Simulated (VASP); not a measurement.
# SrO (Fm-3m) in VASP: further runs

The runs below take SrO through relaxation of cell and atoms, single point, with PBEsol.

All numbers are computed with VASP 6.6.1; they aren't measurements. Logs are shortened: lines on timing, memory, paths and dates and some standing lists are left out, and cuts for length are marked.

## 1. The cell of the first run

Symmetry: Fm-3m, No. 225, cubic system. The conventional cell has a = 5.123 Å, b = 5.123 Å, c = 5.123 Å, α = 90.00°, β = 90.00°, γ = 90.00°. Sr (site symmetry m-3m) has 6 O at 2.56 Å within 3.4 Å. O (site symmetry m-3m) has 6 Sr at 2.56 Å within 3.4 Å.

## 2. Relaxation of cell and atoms, PBEsol, target pressure 7 GPa, at which the enthalpy is minimised

INCAR reads:

```
SYSTEM = SrO
PREC = Accurate
ENCUT = 600
EDIFF = 1E-6
ISMEAR = 0
SIGMA = 0.01
LREAL = .FALSE.
LASPH = .TRUE.
NELM = 60
ALGO = Normal
ISIF = 3
LWAVE = .FALSE.
LCHARG = .FALSE.
GGA = PS
IBRION = 2
NSW = 100
EDIFFG = -0.002
PSTRESS = 70.0
```

KPOINTS reads:

```
Automatic mesh
0
G
  8 8 8
  0 0 0
```

POSCAR reads:

```
SrO
1.0
    0.0000000000      2.5614442881      2.5614442881
    2.5614442881      0.0000000000      2.5614442881
    2.5614442881      2.5614442881      0.0000000000
Sr O
1 1
Direct
    0.5000000000      0.5000000000      0.5000000000
    0.0000000000      0.0000000000      0.0000000000
```

Potentials or basis: VASP PAW PBE potentials, release 64 (Sr_sv, O).

Command:

```sh
> cat potpaw_PBE.64/Sr_sv/POTCAR potpaw_PBE.64/O/POTCAR > POTCAR
> mpirun -np 1 vasp_std > vasp.out
```

OUTCAR:

```text
SYSTEM = SrO
   PREC = Accurate
   ENCUT = 600
   EDIFF = 1E-6
   ISMEAR = 0
   LREAL = .FALSE.
   LASPH = .TRUE.
   NELM = 60
   ISIF = 3
   GGA = PS
   IBRION = 2
   NSW = 100
   EDIFFG = -0.002
   PSTRESS = 70.0

 ion  position               nearest neighbor table
   1  0.500  0.500  0.500-   2 2.56   2 2.56   2 2.56   2 2.56   2 2.56   2 2.56
   2  0.000  0.000  0.000-   1 2.56   1 2.56   1 2.56   1 2.56   1 2.56   1 2.56

  LATTYP: Found a face centered cubic cell.
 ALAT       =     5.1228885762

  Lattice vectors:

 A1 = (   0.0000000000,   2.5614442881,   2.5614442881)
 A2 = (   2.5614442881,   0.0000000000,   2.5614442881)
 A3 = (   2.5614442881,   2.5614442881,   0.0000000000)

Analysis of symmetry for initial positions (statically):
=====================================================================
 Subroutine PRICEL returns:
 Original cell was already a primitive cell.

 Routine SETGRP: Setting up the symmetry group for a
 face centered cubic supercell.

 Subroutine GETGRP returns: Found 48 space group operations
 (whereof 48 operations were pure point group operations)
 out of a pool of 48 trial point group operations.

The static configuration has the point symmetry O_h .

Analysis of symmetry for dynamics (positions and initial velocities):
=====================================================================
 Subroutine PRICEL returns:
 Original cell was already a primitive cell.

 Routine SETGRP: Setting up the symmetry group for a
 face centered cubic supercell.

 Subroutine GETGRP returns: Found 48 space group operations
 (whereof 48 operations were pure point group operations)
 out of a pool of 48 trial point group operations.

The dynamic configuration has the point symmetry O_h .

 Subroutine INISYM returns: Found 48 space group operations
 (whereof 48 operations are pure point group operations),
 and found     1 'primitive' translations

----------------------------------------------------------------------------------------

                                     Primitive cell

  volume of cell :      33.6113

  direct lattice vectors                    reciprocal lattice vectors
     0.000000000  2.561444288  2.561444288    -0.195202372  0.195202372  0.195202372
     2.561444288  0.000000000  2.561444288     0.195202372 -0.195202372  0.195202372
     2.561444288  2.561444288  0.000000000     0.195202372  0.195202372 -0.195202372

  length of vectors
     3.622429251  3.622429251  3.622429251     0.338100426  0.338100426  0.338100426

  position of ions in fractional coordinates (direct lattice)
     0.500000000  0.500000000  0.500000000
     0.000000000  0.000000000  0.000000000

  ion indices of the primitive-cell ions
   primitive index   ion index
                 1           1
                 2           2

----------------------------------------------------------------------------------------

 KPOINTS: Automatic mesh

Automatic generation of k-mesh.
 Grid dimensions read from file:
 generate k-points for:    8    8    8

 Generating k-lattice:

  Cartesian coordinates                     Fractional coordinates (reciprocal lattice)
    -0.024400296  0.024400296  0.024400296     0.125000000  0.000000000  0.000000000
     0.024400296 -0.024400296  0.024400296     0.000000000  0.125000000  0.000000000
     0.024400296  0.024400296 -0.024400296     0.000000000  0.000000000  0.125000000

  Length of vectors
     0.042262553  0.042262553  0.042262553

  Shift w.r.t. Gamma in fractional coordinates (k-lattice)
     0.000000000  0.000000000  0.000000000

 Subroutine IBZKPT returns following result:
 ===========================================

 Found     29 irreducible k-points:

 Following reciprocal coordinates:
            Coordinates               Weight
  0.000000  0.000000  0.000000      1.000000
  0.125000  0.000000  0.000000      8.000000
  0.250000  0.000000  0.000000      8.000000
  0.375000  0.000000  0.000000      8.000000
  0.500000  0.000000  0.000000      4.000000
  0.125000  0.125000  0.000000      6.000000
[... 16 lines left out ...]
  0.500000  0.250000  0.125000     48.000000
 -0.375000  0.250000  0.125000     24.000000
 [... further k-points ...]
   k-points           NKPTS =     29   k-points in BZ     NKDIM =     29   number of bands    NBANDS=     12
   number of dos      NEDOS =    301   number of ions     NIONS =      2
   total plane-waves  NPLWV =  27000
   dimension x,y,z NGX =    30 NGY =   30 NGZ =   30
   dimension x,y,z NGXF=    60 NGYF=   60 NGZF=   60
   ions per type =               1   1
   NGX,Y,Z   is equivalent  to a cutoff of  13.77, 13.77, 13.77 a.u.
   NGXF,Y,Z  is equivalent  to a cutoff of  27.54, 27.54, 27.54 a.u.
 SYSTEM =  SrO
   PREC   = accura    normal or accurate (medium, high low for compatibility)
   ISTART =      0    job   : 0-new  1-cont  2-samecut
   ICHARG =      2    charge: 1-file 2-atom 10-const
   ISPIN  =      1    spin polarized calculation?
   LNONCOLLINEAR =      F non collinear calculations
   LSORBIT =      F    spin-orbit coupling
   LASPH  =      T    aspherical Exc in radial PAW
   ENCUT  =  600.0 eV  44.10 Ry    6.64 a.u.   7.23  7.23  7.23*2*pi/ulx,y,z
   NELM   =     60;   NELMIN=  2; NELMDL= -5     # of ELM steps
   EDIFF  = 0.1E-05   stopping-criterion for ELM
   LREAL  =      F    real-space projection
   EDIFFG = -.2E-02   stopping-criterion for IOM
   NSW    =    100    number of steps for IOM
   IBRION =      2    ionic relax: 0-MD 1-quasi-New 2-CG
   NFREE  =      1    steps in history (QN), initial steepest desc. (CG)
   ISIF   =      3    stress and relaxation
   ISYM   =      2    0-nonsym 1-usesym 2-fastsym
   POTIM  = 0.5000    time-step for ionic-motion
   TEBEG  =    0.0;   TEEND  =   0.0 temperature during run
   PSTRESS=   70.0 pullay stress
   NELECT =      16.0000    total number of electrons
   NUPDOWN=      -1.0000    fix difference up-down
   EMIN   =  10.00;   EMAX   =-10.00  energy-range for DOS
   EFERMI =   0.00;   METHOD = LEGACY
   ISMEAR =     0;   SIGMA  =   0.01  broadening in eV -4-tet -1-fermi 0-gaus
   EFERMI_NEDOS =   21; number of points for ismear=-14 and -15
   IALGO  =     38    algorithm
   IMIX   =      4    mixing-type and parameters
     AMIX     =   0.40;   BMIX     =  1.00
     AMIX_MAG =   1.60;   BMIX_MAG =  1.00
  volume/ion in A,a.u.               =      16.81       113.41
  Fermi-wavevector in a.u.,A,eV,Ry     =   1.278262  2.415565 22.231294  1.633954
  Thomas-Fermi vector in A             =   2.410815
   LORBIT       =      0    0 simple, 1 ext, 2 COOP (PROOUT), +10 PAW based schemes
   GGA     = PS    functional components
   LHFCALC =     F    Hartree Fock is set to
   AEXX    =    0.0000 exact exchange contribution
   IVDW    =     0    specifies the selected vdW correction
   LEPSILON=     F    determine dielectric tensor
   LRPA    =     F    only Hartree local field effects (RPA)
 conjugate gradient relaxation of ions
 non-spin polarized calculation
 Gauss-broadening in eV      SIGMA  =   0.01
  energy-cutoff  :      600.00
  volume of cell :       33.61
 maximum number of plane-waves:      1139
 NGX is ok and might be reduce to    30
   NGX = 15   NGY = 15   NGZ = 15

--------------------------------------- Ionic step        1  -------------------------------------------

 number of electron      15.9999997 magnetization

 Free energy of the ion-electron system (eV)
  ---------------------------------------------------
  ext. energy  EPLUGINS =         0.00000000
  ---------------------------------------------------
  free energy    TOTEN  =       -12.64061832 eV

  energy without entropy =      -12.64061832  energy(sigma->0) =      -12.64061832

------------------------ aborting loop because EDIFF is reached ----------------------------------------

  FORCE on cell =-STRESS in cart. coord.  units (eV):
  Direction    XX          YY          ZZ          XY          YZ          ZX
  --------------------------------------------------------------------------------------
  -------------------------------------------------------------------------------------
  Total        0.1120730      0.1120730      0.1120730      0.0000000      0.0000000     -0.0000000
  in kB        5.3422841      5.3422841      5.3422841      0.0000000      0.0000000     -0.0000000
  external PRESSURE =     -64.6577159 kB  Pullay stress =      70.0000000 kB
[... 213 lines left out ...]
  enthalpy is  TOTEN    =       -11.2130181053 eV   P V=        1.3844678536

--------------------------------------- Ionic step        7  -------------------------------------------

 number of electron      16.0000000 magnetization

 Free energy of the ion-electron system (eV)
  ---------------------------------------------------
  ext. energy  EPLUGINS =         0.00000000
  ---------------------------------------------------
  free energy    TOTEN  =       -12.59716105 eV

  energy without entropy =      -12.59716105  energy(sigma->0) =      -12.59716105

 E-fermi :   1.8984     XC(G=0): -10.6188

 val. band max:        1.8342427590   @ k =   0.0000   0.0000   0.0000
 cond. band min:       4.9270414807   @ k =   0.5000   0.5000   0.0000
 fundamental gap:      3.0927987217
 Fermi energy:         1.8983770562

 k-point     1 :       0.0000    0.0000    0.0000
  band No.  band energies     occupation
      1     -30.1744      2.00000
      2     -13.2518      2.00000
      3     -11.7417      2.00000
      4     -11.7417      2.00000
      5     -11.7417      2.00000
      6       1.8342      2.00000
      7       1.8342      2.00000
      8       1.8342      2.00000
      9       6.1746      0.00000
     10       8.1369      0.00000
     11       8.1369      0.00000
     12       8.1369      0.00000
[... 331 lines left out ...]
 k-point    24 :      -0.3750    0.2500    0.1250
  band No.  band energies     occupation
      1     -29.9516      2.00000
      2     -14.5710      2.00000
      3     -12.2419      2.00000
      4     -12.0401      2.00000
      5     -10.9193      2.00000
      6       0.1347      2.00000
      7       0.8932      2.00000
      8       1.0066      2.00000
      9       8.3812      0.00000
     10       8.7536      0.00000
     11      11.7128      0.00000
     12      11.7766      0.00000

 [... further k-points ...]

------------------------ aborting loop because EDIFF is reached ----------------------------------------

  FORCE on cell =-STRESS in cart. coord.  units (eV):
  Direction    XX          YY          ZZ          XY          YZ          ZX
  --------------------------------------------------------------------------------------
  -------------------------------------------------------------------------------------
  Total        1.3860315      1.3860315      1.3860315     -0.0000000     -0.0000000      0.0000000
  in kB       70.0955291     70.0955291     70.0955291     -0.0000000     -0.0000000      0.0000000
  external PRESSURE =       0.0955291 kB  Pullay stress =      70.0000000 kB
[... 17 lines left out ...]
  FREE ENERGIE OF THE ION-ELECTRON SYSTEM (eV)
  ---------------------------------------------------
  free  energy   TOTEN  =       -12.5971610500 eV

  energy  without entropy=      -12.5971610500  energy(sigma->0) =      -12.59716105

  enthalpy is  TOTEN    =       -11.2130184643 eV   P V=        1.3841425858

 reached required accuracy - stopping structural energy minimisation
```

It took 64 s on 1 thread of Intel Xeon Platinum 8259CL at 2.50GHz (Skylake/Cascade Lake), shared host; peak memory 0.18 GiB.

What came out:

- Free energy: -12.5972 eV
- Relaxed volume: 15.84 Å³/atom
- Relaxed cell: a = 3.552 Å, b = 3.552 Å, c = 3.552 Å, α = 60.00°, β = 60.00°, γ = 60.00°
- Space group after relaxing (to 0.05 Å): Fm-3m (No. 225)
- Energy change on relaxing (the enthalpy is what falls): +21.7 meV/atom
- Ionic steps: 7
- Pressure after relaxing: 7.0 GPa
- Band gap on the k mesh: 3.09 eV, indirect (least direct gap 3.12 eV)

Step by step:
```
step  energy change (eV)  largest force (eV/Å)  pressure (GPa)  volume (Å³)
   1              0.0000                0.0000            0.53        33.61
   2              0.1198                0.0000           12.61        30.42
   3              0.0429                0.0000            6.98        31.69
   4              0.0446                0.0000            7.13        31.66
   5              0.0422                0.0000            6.92        31.71
   6              0.0431                0.0000            6.96        31.69
   7              0.0435                0.0000            7.01        31.68
```

Final structure:
```
CELL_PARAMETERS angstrom
0.00000 2.51143 2.51143
2.51143 0.00000 2.51143
2.51143 2.51143 0.00000
ATOMIC_POSITIONS crystal
Sr 0.50000 0.50000 0.50000
O 0.00000 0.00000 0.00000
```

Caveat: the cell is relaxed towards a set pressure, so the enthalpy falls and the energy may rise; the PAW data sets were made with another functional, which shifts forces and pressure a little. A k mesh can miss the band edges.

## 3. Relaxation of cell and atoms, PBEsol, target pressure 10 GPa, at which the enthalpy is minimised

INCAR reads:

```
  ALGO = Normal
  EDIFF = 1E-6
  EDIFFG = -0.002
  ENCUT = 600
  GGA = PS
  IBRION = 2
  ISIF = 3
  ISMEAR = 0
  LASPH = T
  LCHARG = F
  LREAL = F
  LWAVE = F
  NELM = 100
  NSW = 100
  PREC = Accurate
  PSTRESS = 100.0
  SIGMA = 0.01
```

KPOINTS reads:

```
k-points
0
Gamma
  8 8 8
```

POSCAR is that of step 2.

Potentials or basis: VASP PAW PBE potentials, release 64 (Sr_sv, O).

Command:

```sh
> cat potpaw_PBE.64/Sr_sv/POTCAR potpaw_PBE.64/O/POTCAR > POTCAR
> mpirun -np 1 vasp_std > vasp.out
```

OUTCAR:

```text
EDIFF = 1E-6
   EDIFFG = -0.002
   ENCUT = 600
   GGA = PS
   IBRION = 2
   ISIF = 3
   ISMEAR = 0
   LASPH = T
   LREAL = F
   NELM = 100
   NSW = 100
   PREC = Accurate
   PSTRESS = 100.0

 ion  position               nearest neighbor table
   1  0.500  0.500  0.500-   2 2.56   2 2.56   2 2.56   2 2.56   2 2.56   2 2.56
   2  0.000  0.000  0.000-   1 2.56   1 2.56   1 2.56   1 2.56   1 2.56   1 2.56

  LATTYP: Found a face centered cubic cell.
 ALAT       =     5.1228885762

  Lattice vectors:

 A1 = (   0.0000000000,   2.5614442881,   2.5614442881)
 A2 = (   2.5614442881,   0.0000000000,   2.5614442881)
 A3 = (   2.5614442881,   2.5614442881,   0.0000000000)

Analysis of symmetry for initial positions (statically):
=====================================================================
 Subroutine PRICEL returns:
 Original cell was already a primitive cell.

 Routine SETGRP: Setting up the symmetry group for a
 face centered cubic supercell.

 Subroutine GETGRP returns: Found 48 space group operations
 (whereof 48 operations were pure point group operations)
 out of a pool of 48 trial point group operations.

The static configuration has the point symmetry O_h .

[... 172 lines left out ...]
  external PRESSURE =     -94.6577159 kB  Pullay stress =     100.0000000 kB
[... 177 lines left out ...]
--------------------------------------- Ionic step        6  -------------------------------------------

 number of electron      16.0000001 magnetization

 Free energy of the ion-electron system (eV)
  ---------------------------------------------------
  ext. energy  EPLUGINS =         0.00000000
  ---------------------------------------------------
  free energy    TOTEN  =       -12.55955491 eV

  energy without entropy =      -12.55955491  energy(sigma->0) =      -12.55955491

 E-fermi :   2.0135     XC(G=0): -10.7309

 val. band max:        1.9526242745   @ k =   0.0000   0.0000   0.0000
 cond. band min:       5.0193118341   @ k =   0.5000   0.5000   0.0000
 fundamental gap:      3.0666875596
 Fermi energy:         2.0134648160

 k-point     1 :       0.0000    0.0000    0.0000
  band No.  band energies     occupation
      1     -29.9898      2.00000
      2     -13.1614      2.00000
      3     -11.5240      2.00000
      4     -11.5240      2.00000
      5     -11.5240      2.00000
      6       1.9526      2.00000
      7       1.9526      2.00000
      8       1.9526      2.00000
      9       6.4690      0.00000
     10       8.2972      0.00000
     11       8.2972      0.00000
     12       8.2972      0.00000
[... 331 lines left out ...]
 k-point    24 :      -0.3750    0.2500    0.1250
  band No.  band energies     occupation
      1     -29.7439      2.00000
      2     -14.5275      2.00000
      3     -12.0608      2.00000
      4     -11.8452      2.00000
      5     -10.6998      2.00000
      6       0.2227      2.00000
      7       0.9919      2.00000
      8       1.1164      2.00000
      9       8.5795      0.00000
     10       8.9593      0.00000
     11      12.0326      0.00000
     12      12.0393      0.00000

 [... further k-points ...]

------------------------ aborting loop because EDIFF is reached ----------------------------------------

  FORCE on cell =-STRESS in cart. coord.  units (eV):
  Direction    XX          YY          ZZ          XY          YZ          ZX
  --------------------------------------------------------------------------------------
  -------------------------------------------------------------------------------------
  Total        1.9338012      1.9338012      1.9338012     -0.0000000     -0.0000000      0.0000000
  in kB      100.0406780    100.0406780    100.0406780     -0.0000000     -0.0000000      0.0000000
  external PRESSURE =       0.0406780 kB  Pullay stress =     100.0000000 kB
[... 21 lines left out ...]
  energy  without entropy=      -12.5595549096  energy(sigma->0) =      -12.55955491

  enthalpy is  TOTEN    =       -10.6265400645 eV   P V=        1.9330148451

 reached required accuracy - stopping structural energy minimisation
```

OSZICAR:

```text
N       E                     dE             d eps       ncg     rms          rms(c)
DAV:   1     0.711727898173E+02    0.71173E+02   -0.89139E+03   696   0.140E+03
DAV:   2    -0.104642105060E+02   -0.81637E+02   -0.75732E+02   944   0.262E+02
DAV:   3    -0.145588056425E+02   -0.40946E+01   -0.40723E+01  1080   0.520E+01
DAV:   4    -0.146165574059E+02   -0.57752E-01   -0.57745E-01   852   0.454E+00
[... 52 lines left out ...]
DAV:   2    -0.125595654945E+02    0.56023E-04   -0.21543E-04   764   0.127E-01    0.214E-02
DAV:   3    -0.125595540219E+02    0.11473E-04   -0.27875E-05  1004   0.548E-02    0.267E-02
DAV:   4    -0.125595528058E+02    0.12161E-05   -0.10649E-05  1048   0.244E-02    0.202E-02
DAV:   5    -0.125595542988E+02   -0.14929E-05   -0.60682E-07   488   0.742E-03    0.608E-03
DAV:   6    -0.125595549096E+02   -0.61088E-06   -0.15840E-06   652   0.745E-03
   6 F= -.10626540E+02 E0= -.10626540E+02  d E =-.140425E-04
```

Run time: 63 s. Hardware: 1 thread of Intel Xeon Platinum 8259CL at 2.50GHz (Skylake/Cascade Lake), shared host; peak memory 0.19 GiB.

Results:

| Quantity | Value |
| --- | --- |
| Free energy | -12.5596 eV |
| Relaxed volume | 15.49 Å³/atom |
| Relaxed cell | a = 3.525 Å, b = 3.525 Å, c = 3.525 Å, α = 60.00°, β = 60.00°, γ = 60.00° |
| Space group after relaxing (to 0.05 Å) | Fm-3m (No. 225) |
| Energy change on relaxing (the enthalpy is what falls) | +40.5 meV/atom |
| Ionic steps | 6 |
| Pressure after relaxing | 10.0 GPa |
| Band gap on the k mesh | 3.07 eV, indirect (least direct gap 3.08 eV) |

Step by step:
```
step  energy change (eV)  largest force (eV/Å)  pressure (GPa)  volume (Å³)
   1              0.0000                0.0000            0.53        33.61
   2              0.2632                0.0000           20.40        29.01
   3              0.0799                0.0000            9.92        30.99
   4              0.0831                0.0000           10.14        30.94
   5              0.0795                0.0000            9.89        30.99
   6              0.0811                0.0000           10.00        30.97
```

Final structure:
```cif
data_structure
_symmetry_space_group_name_H-M 'P 1'
_symmetry_Int_Tables_number 1
_cell_length_a 3.5250
_cell_length_b 3.5250
_cell_length_c 3.5250
_cell_angle_alpha 60.000
_cell_angle_beta 60.000
_cell_angle_gamma 60.000
_cell_volume 30.97
loop_
_atom_site_label
_atom_site_type_symbol
_atom_site_fract_x
_atom_site_fract_y
_atom_site_fract_z
_atom_site_occupancy
Sr1 Sr 0.50000 0.50000 0.50000 1
O1 O 0.00000 0.00000 0.00000 1
```

Caveat: the cell is relaxed towards a set pressure, so the enthalpy falls and the energy may rise; the PAW data sets were made with another functional, which shifts forces and pressure a little. A hybrid or GW would open this gap; PBEsol tends to underestimate it.

[end of part 1 of 2]
